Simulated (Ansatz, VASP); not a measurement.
# NiO: VASP beside Ansatz

```xyz
2
Lattice="0.0000 2.0913 2.0913 2.0913 0.0000 2.0913 2.0913 2.0913 0.0000" Properties=species:S:1:pos:R:3 pbc="T T T"
Ni    0.0000    0.0000    0.0000
O     2.0913    2.0913    2.0913
```

Alike in both runs: functional PBE; k mesh 6 × 6 × 6; occupations fermi-dirac, width 0.05 eV; collinear spin.

|  | VASP | Ansatz |
| --- | --- | --- |
| version | VASP 6.6.1 | Ansatz 0.2.0 |
| potentials or method | VASP PAW PBE potentials, release 64 (Ni_sv_GW, O_h) | Ansatz PAW |
| plane-wave cutoff (eV) | 1340 | 420 |
| valence electrons in the cell | 24 | 24 |
| task | single point | projected density of states |

Ansatz gave:

```
gap on the k mesh at the Fermi level (eV)                     : none
pressure (GPa)                                                : 4.0
net moment per atom (μB)                                      : 0.87
size of the moment on the site where the two differ most (μB) : 0.28
```

**Question.** What did VASP give for the same quantities?

**Answer.** gap on the k mesh at the Fermi level (eV): none; pressure (GPa): 3.9; net moment per atom (μB): 0.87; size of the moment on the site where the two differ most (μB): 0.20.

Site moments also hang on the region over which each program counts them. A gap of «none» marks a metal or a gap that the smearing closes.

The k mesh is coarse, so the values compare programs but aren't converged.
